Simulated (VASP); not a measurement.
# NiO (zincblende type) (F-43m) in VASP: further runs, part 2 of 2

VASP 6.6.1. Earlier steps stand in the parts before.

## (4) Electric field gradients, PBE, collinear spin, ferromagnetic start (volume scaled by 1.025)

File INCAR:

```
  PREC = Accurate
  ENCUT = 520
  EDIFF = 1E-8
  ISMEAR = -1
  SIGMA = 0.03
  LREAL = False
  LASPH = True
  NELM = 150
  ALGO = Normal
  ISIF = 2
  LWAVE = False
  LCHARG = False
  ISPIN = 2
  MAGMOM = 1.5 0
  LORBIT = 11
  LMAXMIX = 4
  GGA = PE
  LEFG = True
  NBANDS = 19
```

File KPOINTS:

```
Automatic mesh
0
Gamma
  14 14 14
```

File POSCAR:

```
NiO
1.0
    0.0000000000      2.2592285874      2.2592285874
    2.2592285874      0.0000000000      2.2592285874
    2.2592285874      2.2592285874      0.0000000000
Ni O
1 1
Direct
    0.0000000000      0.0000000000      0.0000000000
    0.2500000000      0.2500000000      0.2500000000
```

Potentials or basis: VASP PAW PBE potentials, release 64 (Ni, O).

Started as:

```console
$ cat potpaw_PBE.64/Ni/POTCAR potpaw_PBE.64/O/POTCAR > POTCAR
$ mpirun -np 1 vasp_std > vasp.out
```

OUTCAR:

```text
PREC = Accurate
   ENCUT = 520
   EDIFF = 1E-8
   ISMEAR = -1
   LREAL = False
   LASPH = True
   NELM = 150
   ISIF = 2
   ISPIN = 2
   LORBIT = 11
   GGA = PE

 ion  position               nearest neighbor table
   1  0.000  0.000  0.000-   2 1.96   2 1.96   2 1.96   2 1.96
   2  0.250  0.250  0.250-   1 1.96   1 1.96   1 1.96   1 1.96

  LATTYP: Found a face centered cubic cell.
 ALAT       =     4.5184571748

  Lattice vectors:

 A1 = (   0.0000000000,   2.2592285874,   2.2592285874)
 A2 = (   2.2592285874,   0.0000000000,   2.2592285874)
 A3 = (   2.2592285874,   2.2592285874,   0.0000000000)

Analysis of symmetry for initial positions (statically):
=====================================================================
 Subroutine PRICEL returns:
 Original cell was already a primitive cell.

 Routine SETGRP: Setting up the symmetry group for a
 face centered cubic supercell.

 Subroutine GETGRP returns: Found 24 space group operations
 (whereof 24 operations were pure point group operations)
 out of a pool of 48 trial point group operations.

The static configuration has the point symmetry T_d .

Analysis of symmetry for dynamics (positions and initial velocities):
=====================================================================
 Subroutine PRICEL returns:
 Original cell was already a primitive cell.

 Routine SETGRP: Setting up the symmetry group for a
 face centered cubic supercell.

 Subroutine GETGRP returns: Found 24 space group operations
 (whereof 24 operations were pure point group operations)
 out of a pool of 48 trial point group operations.

The dynamic configuration has the point symmetry T_d .

Analysis of structural, dynamic, and magnetic symmetry:
=====================================================================
 Subroutine PRICEL returns:
 Original cell was already a primitive cell.

 Routine SETGRP: Setting up the symmetry group for a
 face centered cubic supercell.

 Subroutine GETGRP returns: Found 24 space group operations
 (whereof 24 operations were pure point group operations)
 out of a pool of 48 trial point group operations.

The overall configuration has the point symmetry T_d .

 Subroutine INISYM returns: Found 24 space group operations
 (whereof 24 operations are pure point group operations),
 and found     1 'primitive' translations

----------------------------------------------------------------------------------------

                                     Primitive cell

  volume of cell :      23.0627

  direct lattice vectors                    reciprocal lattice vectors
     0.000000000  2.259228587  2.259228587    -0.221314480  0.221314480  0.221314480
     2.259228587  0.000000000  2.259228587     0.221314480 -0.221314480  0.221314480
     2.259228587  2.259228587  0.000000000     0.221314480  0.221314480 -0.221314480

  length of vectors
     3.195031709  3.195031709  3.195031709     0.383327924  0.383327924  0.383327924

[... 102 lines left out ...]
  Fermi-wavevector in a.u.,A,eV,Ry     =   1.449254  2.738694 28.576841  2.100339
  Thomas-Fermi vector in A             =   2.567002
   LORBIT       =     11    0 simple, 1 ext, 2 COOP (PROOUT), +10 PAW based schemes
   GGA     = PE    functional components
   LHFCALC =     F    Hartree Fock is set to
   AEXX    =    0.0000 exact exchange contribution
   IVDW    =     0    specifies the selected vdW correction
   LEPSILON=     F    determine dielectric tensor
   LRPA    =     F    only Hartree local field effects (RPA)
 spin polarized calculation
  energy-cutoff  :      520.00
  volume of cell :       23.06
 maximum number of plane-waves:       636
   NGX = 11   NGY = 11   NGZ = 11

 number of electron      16.0000003 magnetization       1.9514301

 Free energy of the ion-electron system (eV)
  ---------------------------------------------------
  ext. energy  EPLUGINS =         0.00000000
  ---------------------------------------------------
  free energy    TOTEN  =       -11.59324460 eV

  energy without entropy =      -11.58790141  energy(sigma->0) =      -11.59057300

 E-fermi :   5.2940     XC(G=0): -11.0984

 val. band max:        5.2886476858   @ k =  -0.2857   0.2857   0.0714
 cond. band min:       5.3164186543   @ k =  -0.2143   0.2143   0.0000
 fundamental gap:      0.0277709685
 Fermi energy:         5.2939708549

 spin component 1

 k-point     1 :       0.0000    0.0000    0.0000
  band No.  band energies     occupation
      1     -14.4697      1.00000
      2      -0.5433      1.00000
      3      -0.5433      1.00000
      4      -0.5433      1.00000
      5       2.9005      1.00000
      6       2.9005      1.00000
[... 517 lines left out ...]
     18      31.5314      0.00000
     19      32.4017      0.00000

 [... further k-points ...]

 spin component 2

 k-point     1 :       0.0000    0.0000    0.0000
  band No.  band energies     occupation
      1     -13.8513      1.00000
      2       0.4856      1.00000
      3       0.4856      1.00000
      4       0.4857      1.00000
      5       3.9743      1.00000
      6       3.9744      1.00000
[... 517 lines left out ...]
     18      31.7904      0.00000
     19      32.6996      0.00000

 [... further k-points ...]
[... 5 lines left out ...]
  --------------------------------------------------------------------------------------
  -------------------------------------------------------------------------------------
  Total       -0.4568672     -0.4568672     -0.4568672     -0.0000000     -0.0000000      0.0000000
  in kB      -31.7387665    -31.7387665    -31.7387665     -0.0000000     -0.0000000      0.0000000
  external PRESSURE =     -31.7387665 kB  Pullay stress =       0.0000000 kB

 VOLUME and BASIS-vectors are now :
 -----------------------------------------------------------------------------
  energy-cutoff  :      520.00
  volume of cell :       23.06
      direct lattice vectors                 reciprocal lattice vectors
     0.000000000  2.259228587  2.259228587    -0.221314480  0.221314480  0.221314480
     2.259228587  0.000000000  2.259228587     0.221314480 -0.221314480  0.221314480
     2.259228587  2.259228587  0.000000000     0.221314480  0.221314480 -0.221314480

 POSITION                                       TOTAL-FORCE (eV/Angst)
 -----------------------------------------------------------------------------------
      0.00000      0.00000      0.00000         0.000000      0.000000      0.000000
      1.12961      1.12961      1.12961        -0.000000     -0.000000     -0.000000
 -----------------------------------------------------------------------------------
    total drift:                                0.000001      0.000001      0.000001

  FREE ENERGIE OF THE ION-ELECTRON SYSTEM (eV)
  ---------------------------------------------------
  free  energy   TOTEN  =       -11.5932445955 eV

  energy  without entropy=      -11.5879014136  energy(sigma->0) =      -11.59057300

 Electric field gradients (V/A^2)
---------------------------------------------------------------------
 ion       V_xx      V_yy      V_zz      V_xy      V_xz      V_yz
---------------------------------------------------------------------
   1      -0.000     0.000     0.000     0.003     0.003     0.003
   2       0.000     0.000     0.000     0.002     0.002     0.002
---------------------------------------------------------------------

 Electric field gradients after diagonalization (V/A^2)
 (convention: |V_zz| > |V_xx| > |V_yy|)
----------------------------------------------------------------------
 ion       V_xx      V_yy      V_zz     asymmetry (V_yy - V_xx)/ V_zz
----------------------------------------------------------------------
   1      -0.003    -0.003     0.005       0.000
   2      -0.002    -0.002     0.003       0.000
----------------------------------------------------------------------

           NMR quadrupolar parameters

 Cq : quadrupolar parameter    Cq=e*Q*V_zz/h
 eta: asymmetry parameters     (V_yy - V_xx)/ V_zz
 Q  : nuclear electric quadrupole moment in mb (millibarn)
----------------------------------------------------------------------
 ion       Cq(MHz)       eta       Q (mb)
----------------------------------------------------------------------
   1       0.000       0.000       1.000
   2       0.000       0.000       1.000
----------------------------------------------------------------------

 total charge

# of ion       s       p       d       tot
------------------------------------------
    1        0.371   0.456   8.226   9.053
    2        1.556   3.406   0.000   4.962
--------------------------------------------------
tot          1.927   3.862   8.226  14.015

 magnetization (x)

# of ion       s       p       d       tot
------------------------------------------
    1        0.003   0.038   1.482   1.523
    2        0.016   0.353   0.000   0.370
--------------------------------------------------
tot          0.020   0.391   1.482   1.893
```

OSZICAR:

```text
N       E                     dE             d eps       ncg     rms          rms(c)
DAV:   1     0.896557788263E+02    0.89656E+02   -0.70153E+03  8296   0.980E+02
DAV:   2    -0.833804045748E+01   -0.97994E+02   -0.85190E+02  8200   0.232E+02
[... 11 lines left out ...]
DAV:  14    -0.115932427901E+02    0.85623E-05   -0.33635E-05 10427   0.823E-02    0.122E-02
DAV:  15    -0.115932454074E+02   -0.26172E-05   -0.96540E-06  8810   0.245E-02    0.168E-02
DAV:  16    -0.115932448033E+02    0.60406E-06   -0.52453E-06  9884   0.381E-02    0.673E-03
DAV:  17    -0.115932446157E+02    0.18759E-06   -0.67195E-07  9594   0.107E-02    0.218E-03
DAV:  18    -0.115932445925E+02    0.23175E-07   -0.59681E-08  8908   0.200E-03    0.975E-04
DAV:  19    -0.115932445955E+02   -0.30088E-08   -0.14768E-08  7430   0.942E-04
   1 F= -.11593245E+02 E0= -.11590573E+02  d E =-.534318E-02  mag=     1.9514
```

stdout:

```text
POSCAR found type information on POSCAR NiO
 POSCAR found :  2 types and       2 ions
 scaLAPACK will be used
 LDA part: xc-table for (Slater+PW92), standard interpolation
 POSCAR, INCAR and KPOINTS ok, starting setup
 FFT: planning ... GRIDC
 FFT: planning ... GRID_SOFT
 FFT: planning ... GRID
 WAVECAR not read
 entering main loop
ion   1

ion   2
```

Wall time 47 s (1 thread of Intel Xeon Platinum 8488C (Sapphire Rapids), shared host); peak memory 0.2 GiB.

What came out:

```yaml
Free_energy: -11.5932 eV
Pressure: -3.2 GPa
Net_moment: 1.95 μB per cell
Site_moments: Ni +1.52; O +0.37 μB
Valence_electrons_inside_the_program's_atomic_spheres: Ni 9.05; O 4.96
```

Caveat: without QUAD_EFG the Cq values of the log hold for a quadrupole moment of 1 mb, not for the nuclei; a cell with one magnetic atom can't hold antiferromagnetic order, which such compounds often take; semilocal functionals often make such compounds metallic where correlation or magnetic order opens a gap, which also shifts bond lengths.
